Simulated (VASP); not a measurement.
# AgCl in VASP: notebook, part 2 of 2

VASP 6.6.1. The steps go on from the part before.

### 4 Single point, r2SCAN (biaxial xy strain -0.5%)

POSCAR

```
AgCl
1.0
    0.0000000000      2.7598725303      2.7731838126
    2.7598725303      0.0000000000      2.7731838126
    2.7598725303      2.7598725303      0.0000000000
Ag Cl
1 1
Direct
    0.0000000000      0.0000000000      0.0000000000
    0.5000000000      0.5000000000      0.5000000000
```

INCAR.step1

```
SYSTEM = AgCl
  PREC = Accurate
  ENCUT = 520
  ISMEAR = 0
  SIGMA = 0.01
  LREAL = .False.
  LASPH = .True.
  NELM = 80
  NBANDS = 16
  GGA = PE
  ALGO = Normal
  EDIFF = 1E-4
  LWAVE = .True.
  LCHARG = .False.
```

INCAR.step2

```
SYSTEM = AgCl
  PREC = Accurate
  ENCUT = 520
  EDIFF = 1E-6
  ISMEAR = 0
  SIGMA = 0.01
  LREAL = .False.
  LASPH = .True.
  NELM = 80
  ALGO = Normal
  ISIF = 2
  LWAVE = .False.
  LCHARG = .False.
  METAGGA = R2SCAN
  LMIXTAU = .True.
  NBANDS = 16
  ISTART = 1
```

KPOINTS

```
Automatic mesh
0
Gamma
  8 8 8
  0 0 0
```

Potentials or basis: VASP PAW PBE potentials, release 64 (Ag, Cl).

Started as:

```
cat potpaw_PBE.64/Ag/POTCAR potpaw_PBE.64/Cl/POTCAR > POTCAR
cp INCAR.step1 INCAR
mpirun -np 1 vasp_std > vasp.out
cp INCAR.step2 INCAR
mpirun -np 1 vasp_std > vasp.out
```

OUTCAR:

```text
SYSTEM = AgCl
   PREC = Accurate
   ENCUT = 520
   EDIFF = 1E-6
   ISMEAR = 0
   LREAL = .False.
   LASPH = .True.
   NELM = 80
   ISIF = 2
   METAGGA = R2SCAN
   ISTART = 1

 ion  position               nearest neighbor table
   1  0.000  0.000  0.000-   2 2.76   2 2.76   2 2.76   2 2.76   2 2.77   2 2.77
   2  0.500  0.500  0.500-   1 2.76   1 2.76   1 2.76   1 2.76   1 2.77   1 2.77

  LATTYP: Found a body centered tetragonal cell.
 ALAT       =     3.9030491628
 C/A-ratio  =     1.4210345281

  Lattice vectors:

 A1 = (  -2.7598725303,   0.0000000000,   2.7731838126)
[... 628 lines left out ...]
      5       1.3552      2.00000
      6       1.5282      2.00000
[... 8 lines left out ...]
     15      18.1421      0.00000
     16      18.2932      0.00000

 [... further k-points ...]
[... 5 lines left out ...]
  --------------------------------------------------------------------------------------
  -------------------------------------------------------------------------------------
  Total        0.1218618      0.1218618      0.0819296      0.0000000      0.0000000     -0.0000000
  in kB        4.6215891      4.6215891      3.1071678      0.0000000      0.0000000     -0.0000000
  external PRESSURE =       4.1167820 kB  Pullay stress =       0.0000000 kB

 VOLUME and BASIS-vectors are now :
 -----------------------------------------------------------------------------
  energy-cutoff  :      520.00
  volume of cell :       42.25
      direct lattice vectors                 reciprocal lattice vectors
     0.000000000  2.759872530  2.773183813    -0.181167787  0.181167787  0.180298182
     2.759872530  0.000000000  2.773183813     0.181167787 -0.181167787  0.180298182
     2.759872530  2.759872530  0.000000000     0.181167787  0.181167787 -0.180298182

 POSITION                                       TOTAL-FORCE (eV/Angst)
 -----------------------------------------------------------------------------------
      0.00000      0.00000      0.00000         0.000000      0.000000     -0.000000
      2.75987      2.75987      2.77318        -0.000000     -0.000000      0.000000
 -----------------------------------------------------------------------------------
    total drift:                               -0.000000      0.000000      0.000000

  FREE ENERGIE OF THE ION-ELECTRON SYSTEM (eV)
  ---------------------------------------------------
  free  energy   TOTEN  =       -28.6425751967 eV

  energy  without entropy=      -28.6425751967  energy(sigma->0) =      -28.64257520
```

OSZICAR.step1:

```text
N       E                     dE             d eps       ncg     rms          rms(c)
DAV:   1     0.102034050250E+03    0.10203E+03   -0.87291E+03  1896   0.102E+03
DAV:   2    -0.173456495143E+01   -0.10377E+03   -0.95247E+02  2336   0.224E+02
DAV:   3    -0.554395433067E+01   -0.38094E+01   -0.38005E+01  2400   0.451E+01
DAV:   4    -0.557099235249E+01   -0.27038E-01   -0.27036E-01  2368   0.414E+00
DAV:   5    -0.557135648688E+01   -0.36413E-03   -0.36413E-03  2400   0.470E-01    0.633E+00
DAV:   6    -0.539431743399E+01    0.17704E+00   -0.24358E-01  2376   0.643E+00    0.410E+00
DAV:   7    -0.539035278341E+01    0.39647E-02   -0.95718E-02  2344   0.205E+00    0.199E+00
DAV:   8    -0.538966352772E+01    0.68926E-03   -0.45389E-03  2232   0.696E-01    0.313E-01
DAV:   9    -0.538973969919E+01   -0.76171E-04   -0.49986E-04  2336   0.274E-01
   1 F= -.53897397E+01 E0= -.53897397E+01  d E =-.454506E-14
```

It took 2.2 min on 1 thread of Intel Xeon 6975P-C, shared host; peak memory 0.2 GiB.

What came out:

```yaml
Free_energy: -28.6426 eV
Pressure: 0.4 GPa
Band_gap_on_the_k_mesh: 1.41 eV, indirect (least direct gap 3.73 eV)
```

Levels at points of the mesh, in eV from the valence-band top:
| k point | band 6 | band 7 | band 8 | band 9 | band 10 | band 11 | band 12 | band 13 |
| --- | --- | --- | --- | --- | --- | --- | --- | --- |
| (0.00, 0.00, 0.00) | -2.48 | -2.48 | -2.44 | -2.44 | 1.41 | 11.31 | 11.32 | 11.32 |
| (0.50, 0.00, 0.00) | -2.12 | -1.79 | -0.03 | 0.00 | 4.66 | 7.20 | 8.21 | 8.26 |
| (0.50, 0.50, 0.00) | -2.25 | -2.00 | -2.00 | -1.88 | 2.90 | 8.34 | 9.23 | 12.40 |
| (0.50, 0.00, 0.50) | -2.25 | -2.00 | -2.00 | -1.88 | 2.89 | 8.31 | 9.28 | 12.33 |

Caveat: the cell differs from its parent crystal (biaxial xy strain -0.5%); the PAW data sets were made with another functional, which shifts forces and pressure a little.

### 5 Summary

```csv
level,cell,smearing,gap on the mesh (eV),pressure (GPa)
r2SCAN,"a = 4.157 Å, angles 60.0°, 2 atoms",gaussian 0.01 eV,1.49,-5.7
PBE,"a = 3.912, b = 3.912, c = 3.903 Å, angles 60.1, 60.1, 59.8°, 2 atoms",fermi-dirac 0.02 eV,0.89,2.0
r2SCAN,"a = 3.912, b = 3.912, c = 3.903 Å, angles 60.1, 60.1, 59.8°, 2 atoms",gaussian 0.01 eV,1.41,0.4
```

Alike in all rows: task single point; potentials or basis VASP PAW PBE potentials, release 64 (Ag, Cl); no spin polarisation; k mesh 8 × 8 × 8; cutoff (eV) 520.

Caveats: the PAW data sets were made with another functional, which shifts forces and pressure a little (some runs).

Total energies depend on the potentials used, so only differences within one code and one set of settings carry meaning.
